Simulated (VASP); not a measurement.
Wanted: the native input for a VASP 6.6.1 run.

* Task: single point
* Functional: PBE
* Potentials or basis: VASP PAW PBE potentials, release 64 (Sb, Br)
* Cutoff: 520 eV
* k mesh: 6 × 6 × 6
* Occupations: gaussian, width 0.1 eV
* Spin: no spin polarisation
* Dipole correction: no
* Further INCAR settings: ALGO = Fast; EDIFF = 1e-07; NBANDS = 24

The structure of Sb2Br3 lies in POSCAR:

```
Sb2Br3
1.0
    2.3869192966      1.3780884984      8.9124842011
   -2.3869192966      1.3780884984      8.9124842011
    0.0000000000     -2.7561769969      8.9124842011
Sb Br
2 3
Direct
    0.3821366449      0.3821366449      0.3821366449
    0.6178633551      0.6178633551      0.6178633551
    0.0000000000      0.0000000000      0.0000000000
    0.2336613672      0.2336613672      0.2336613672
    0.7663386328      0.7663386328      0.7663386328
```

One way to write it, as run:

INCAR

```
ALGO = Fast ; EDIFF = 1E-7
ENCUT = 520 ; GGA = PE
ISIF = 2 ; ISMEAR = 0
LASPH = T ; LCHARG = F
LREAL = F ; LWAVE = F
NBANDS = 24 ; NELM = 80
PREC = Accurate ; SIGMA = 0.1
```

KPOINTS

```
k-points
0
Gamma
  6 6 6
```

Potentials or basis: VASP PAW PBE potentials, release 64 (Sb, Br).

Command:

```bash
$ cat potpaw_PBE.64/Sb/POTCAR potpaw_PBE.64/Br/POTCAR > POTCAR
$ mpirun -np 1 vasp_std > vasp.out
```

It gave:

```
Pressure               : 0.1 GPa
Largest force          : 0.018 eV/Å
Band gap on the k mesh : zero (an odd number of electrons rules out a gap without spin polarisation)
```

Caveat: spin-orbit coupling is left out, which moves the levels of the heavy elements; an odd number of electrons without spin polarisation forces a metal; a magnetic or distorted state may lie lower.

It took 10 min on 1 thread of Oxide Virtual Turin-like Processor (shared host), peak memory 0.71 GiB.
